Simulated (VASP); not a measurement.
# C (Fd-3m) in VASP: notebook, part 2 of 2

VASP 6.6.1. The steps go on from the part before.

## Step 4: Single point, revPBE (volume scaled by 1.04)

INCAR

```
ALGO = Normal
EDIFF = 1E-6
ENCUT = 520
GGA = RE
ISIF = 2
ISMEAR = -1
LASPH = True
LCHARG = False
LREAL = False
LWAVE = False
NBANDS = 11
NELM = 80
PREC = Accurate
SIGMA = 0.05
```

KPOINTS

```
k-points
0
Gamma
  13 13 13
```

POSCAR

```
C
1.0
    0.0000000000      1.8158035534      1.8158035534
    1.8158035534      0.0000000000      1.8158035534
    1.8158035534      1.8158035534      0.0000000000
C
2
Direct
    0.5000000000      0.5000000000      0.5000000000
    0.7500000000      0.7500000000      0.7500000000
```

Potentials or basis: VASP PAW PBE potentials, release 64 (C).

Run with:

```bash
> cat potpaw_PBE.64/C/POTCAR > POTCAR
> mpirun -np 1 vasp_std > vasp.out
```

OUTCAR:

```text
EDIFF = 1E-6
   ENCUT = 520
   GGA = RE
   ISIF = 2
   ISMEAR = -1
   LASPH = True
   LREAL = False
   NELM = 80
   PREC = Accurate

 ion  position               nearest neighbor table
   1  0.500  0.500  0.500-   2 1.57   2 1.57   2 1.57   2 1.57
   2  0.750  0.750  0.750-   1 1.57   1 1.57   1 1.57   1 1.57

  LATTYP: Found a face centered cubic cell.
 ALAT       =     3.6316071068

  Lattice vectors:

 A1 = (   0.0000000000,   1.8158035534,   1.8158035534)
[... 520 lines left out ...]

 [... further k-points ...]

------------------------ aborting loop because EDIFF is reached ----------------------------------------

  FORCE on cell =-STRESS in cart. coord.  units (eV):
  Direction    XX          YY          ZZ          XY          YZ          ZX
  --------------------------------------------------------------------------------------
  -------------------------------------------------------------------------------------
  Total       -1.1211247     -1.1211247     -1.1211247      0.0000000     -0.0000000      0.0000000
  in kB     -150.0126571   -150.0126571   -150.0126571      0.0000000     -0.0000000      0.0000000
  external PRESSURE =    -150.0126571 kB  Pullay stress =       0.0000000 kB

 VOLUME and BASIS-vectors are now :
 -----------------------------------------------------------------------------
  energy-cutoff  :      520.00
  volume of cell :       11.97
      direct lattice vectors                 reciprocal lattice vectors
     0.000000000  1.815803553  1.815803553    -0.275360184  0.275360184  0.275360184
     1.815803553  0.000000000  1.815803553     0.275360184 -0.275360184  0.275360184
     1.815803553  1.815803553  0.000000000     0.275360184  0.275360184 -0.275360184

 POSITION                                       TOTAL-FORCE (eV/Angst)
 -----------------------------------------------------------------------------------
      1.81580      1.81580      1.81580         0.000000     -0.000000     -0.000000
      2.72371      2.72371      2.72371        -0.000000      0.000000      0.000000
 -----------------------------------------------------------------------------------
    total drift:                                0.000000     -0.000000      0.000000

  FREE ENERGIE OF THE ION-ELECTRON SYSTEM (eV)
  ---------------------------------------------------
  free  energy   TOTEN  =       -17.3594108725 eV

  energy  without entropy=      -17.3594108725  energy(sigma->0) =      -17.35941087
```

stdout:

```text
POSCAR found type information on POSCAR C
 POSCAR found :  1 types and       2 ions
 scaLAPACK will be used
 -----------------------------------------------------------------------------
|                                                                             |
|                                                                             |
|     You enforced a specific xc type in the INCAR file but a different       |
|     I HOPE YOU KNOW WHAT YOU ARE DOING!                                     |
|                                                                             |
 -----------------------------------------------------------------------------

 LDA part: xc-table for (Slater+PW92), standard interpolation
 POSCAR, INCAR and KPOINTS ok, starting setup
 FFT: planning ... GRIDC
 FFT: planning ... GRID_SOFT
 FFT: planning ... GRID
 WAVECAR not read
 entering main loop
```

Wall time 7.3 s (1 thread of Intel Xeon 6455B, shared host); peak memory 0.12 GiB.

Results:

```
Free energy            : -17.3594 eV
Pressure               : -15.0 GPa
Band gap on the k mesh : 4.02 eV, indirect (least direct gap 5.44 eV)
```

Caveat: the PAW data sets were made with another functional, which shifts forces and pressure a little. A k mesh can miss the band edges.

## Step 5: Single point, revPBE (volume scaled by 1.08)

INCAR

```
SYSTEM = C
  PREC = Accurate
  ENCUT = 520
  EDIFF = 1E-6
  ISMEAR = -1
  SIGMA = 0.05
  LREAL = .False.
  LASPH = .True.
  NELM = 60
  ALGO = Normal
  ISIF = 2
  LWAVE = .False.
  LCHARG = .False.
  GGA = RE
  NBANDS = 11
```

KPOINTS

```
Automatic mesh
0
Gamma
  13 13 13
  0 0 0
```

POSCAR

```
C
1.0
    0.0000000000      1.8387908488      1.8387908488
    1.8387908488      0.0000000000      1.8387908488
    1.8387908488      1.8387908488      0.0000000000
C
2
Direct
    0.5000000000      0.5000000000      0.5000000000
    0.7500000000      0.7500000000      0.7500000000
```

Run with:

```bash
> cat potpaw_PBE.64/C/POTCAR > POTCAR
> mpirun -np 1 vasp_std > vasp.out
```

It took 8 s on 1 thread of Intel Xeon 6455B, shared host; peak memory 0.12 GiB.

It converged, with:

```yaml
Free_energy: -17.2979 eV
Pressure: -27.8 GPa
Band_gap_on_the_k_mesh: 3.95 eV, indirect (least direct gap 5.34 eV)
```

Levels at points of the mesh, in eV from the valence-band top:
```tsv
k point	band 2	band 3	band 4	band 5	band 6	band 7
(0.00, 0.00, 0.00)	0.00	0.00	0.00	5.34	5.34	5.34
```

Caveat: the PAW data sets were made with another functional, which shifts forces and pressure a little.

## Step 6: Single point, revPBE (volume scaled by 1.12)

INCAR

```
PREC     = Accurate       # precision mode
ENCUT    = 520            # plane-wave cutoff, eV
EDIFF    = 1E-6           # SCF threshold, eV
ISMEAR   = -1             # smearing method
SIGMA    = 0.05           # smearing width, eV
LREAL    = F              # projectors in reciprocal space
LASPH    = T              # aspherical terms in the spheres
NELM     = 80             # most SCF steps
ALGO     = Normal         # electronic algorithm
ISIF     = 2              # what is computed and relaxed
LWAVE    = F              # write WAVECAR
LCHARG   = T              # write CHGCAR
GGA      = RE             # functional
LELF     = T              # ELF
LVHAR    = T            
NBANDS   = 11             # bands
```

KPOINTS

```
Automatic mesh
0
Gamma
  13 13 13
```

POSCAR

```
C
1.0
    0.0000000000      1.8612173377      1.8612173377
    1.8612173377      0.0000000000      1.8612173377
    1.8612173377      1.8612173377      0.0000000000
C
2
Direct
    0.5000000000      0.5000000000      0.5000000000
    0.7500000000      0.7500000000      0.7500000000
```

Potentials or basis: VASP PAW PBE potentials, release 64 (C).

Run with:

```bash
> cat potpaw_PBE.64/C/POTCAR > POTCAR
> mpirun -np 1 vasp_std > vasp.out
```

It took 7.9 s on 1 thread of Intel Xeon 6455B, shared host; peak memory 0.12 GiB.

The run converged. Its results:

```yaml
Free_energy: -17.2028 eV
Pressure: -38.4 GPa
Band_gap_on_the_k_mesh: 3.87 eV, indirect (least direct gap 5.24 eV)
```

Levels at points of the mesh, in eV from the valence-band top:
```tsv
k point	band 1	band 2	band 3	band 4	band 5	band 6	band 7	band 8	band 9
(0.00, 0.00, 0.00)	-19.89	0.00	0.00	0.00	5.24	5.24	5.24	10.47	17.84
```

Caveat: the PAW data sets were made with another functional, which shifts forces and pressure a little. A k mesh can miss the band edges.

## Step 7: The runs side by side

```csv
cell,gap on the mesh (eV),pressure (GPa)
"a = 2.500 Å, angles 60.0°, 2 atoms",4.19,19.2
"a = 2.535 Å, angles 60.0°, 2 atoms",4.10,0.5
"a = 2.568 Å, angles 60.0°, 2 atoms",4.02,-15.0
"a = 2.600 Å, angles 60.0°, 2 atoms",3.95,-27.8
"a = 2.632 Å, angles 60.0°, 2 atoms",3.87,-38.4
```

Alike in all rows: task single point; level revPBE; potentials or basis VASP PAW PBE potentials, release 64 (C); no spin polarisation; k mesh 13 × 13 × 13; cutoff (eV) 520; smearing fermi-dirac 0.05 eV.

Caveats: the PAW data sets were made with another functional, which shifts forces and pressure a little.

Absolute energies hang on the potentials; compare differences alone.
